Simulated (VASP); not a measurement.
# Mg9Bi2Sb4: single point with PBEsol

Mg9Bi2Sb4:

```
CELL_PARAMETERS angstrom
-0.00238 0.00138 7.24018
6.87732 3.97607 -0.00151
-6.87260 3.96790 0.00302
ATOMIC_POSITIONS crystal
Mg 0.63048 0.33333 0.33716
Mg 0.63117 0.66969 0.99996
Mg 0.63117 0.99698 0.66361
Mg 0.36952 0.33333 0.99618
Mg 0.36883 0.66969 0.66973
Mg 0.36883 0.99698 0.33337
Mg 0.00000 0.98205 0.99102
Mg 0.00000 0.33333 0.66667
Mg 0.00000 0.68462 0.34231
Bi 0.21592 0.33333 0.33252
Bi 0.78408 0.33333 0.00082
Sb 0.22568 0.66643 0.00043
Sb 0.22568 0.00024 0.66733
Sb 0.77432 0.66643 0.66600
Sb 0.77432 0.00024 0.33290
```

- Program: VASP 6.6.1
- Task: single point
- Functional: PBEsol
- Potentials or basis: VASP PAW PBE potentials, release 64 (Mg, Bi_d, Sb)
- Cutoff: 520 eV
- k mesh: 2 × 2 × 2
- Occupations: gaussian, width 0.01 eV
- Spin: no spin polarisation

```yaml
Pressure: 0.0 GPa
Largest_force: 0.053 eV/Å
Band_gap_on_the_k_mesh: 0.18 eV
```

Forces on the atoms (eV/Å):
```
Mg   0.014 -0.008  0.012
Mg  -0.010 -0.007  0.013
Mg   0.000  0.012  0.013
Mg  -0.014  0.008 -0.012
Mg   0.000 -0.012 -0.013
Mg   0.010  0.007 -0.013
Mg   0.010  0.017  0.000
Mg   0.000  0.000  0.000
Mg  -0.010 -0.017  0.000
Bi   0.013 -0.007 -0.050
Bi  -0.013  0.007  0.050
Sb  -0.003 -0.004 -0.026
Sb   0.001  0.005 -0.026
Sb  -0.001 -0.005  0.026
Sb   0.003  0.004  0.026
```

Stress tensor (GPa, compression positive):
```
 0.08 -0.01 -0.01
-0.01  0.07  0.00
-0.01  0.00 -0.20
```

Levels at points of the mesh, in eV from the valence-band top:
| k point | band 30 | band 31 | band 32 | band 33 | band 34 | band 35 | band 36 | band 37 | band 38 | band 39 |
| --- | --- | --- | --- | --- | --- | --- | --- | --- | --- | --- |
| (0.00, 0.00, 0.00) | -1.12 | -1.11 | -0.40 | -0.38 | 0.00 | 0.18 | 0.19 | 0.67 | 1.01 | 3.01 |
| (0.50, 0.00, 0.00) | -0.93 | -0.75 | -0.75 | -0.75 | -0.73 | 1.44 | 1.44 | 1.63 | 1.64 | 1.72 |
| (0.00, 0.50, 0.00) | -1.26 | -1.15 | -1.01 | -0.86 | -0.81 | 0.26 | 1.57 | 1.58 | 1.78 | 2.08 |
| (0.50, 0.50, 0.00) | -1.70 | -1.60 | -1.58 | -1.55 | -1.41 | 0.41 | 1.11 | 1.65 | 1.66 | 1.67 |
| (0.00, 0.00, 0.50) | -1.22 | -1.16 | -0.95 | -0.88 | -0.84 | 0.27 | 1.57 | 1.58 | 1.78 | 2.10 |
| (0.50, 0.00, 0.50) | -1.70 | -1.57 | -1.57 | -1.51 | -1.47 | 0.42 | 1.11 | 1.62 | 1.64 | 1.68 |

Run time: 2.6 min on 1 thread of Intel(R) Xeon(R) Platinum 8488C (Sapphire Rapids), with other jobs on the host, peak memory 0.47 GiB.

Caveat: the k points lie up to 0.46 Å⁻¹ apart; the PAW data sets were made with another functional, which shifts forces and pressure a little; spin-orbit coupling is left out, which moves the levels of the heavy elements. A k mesh can miss the band edges.
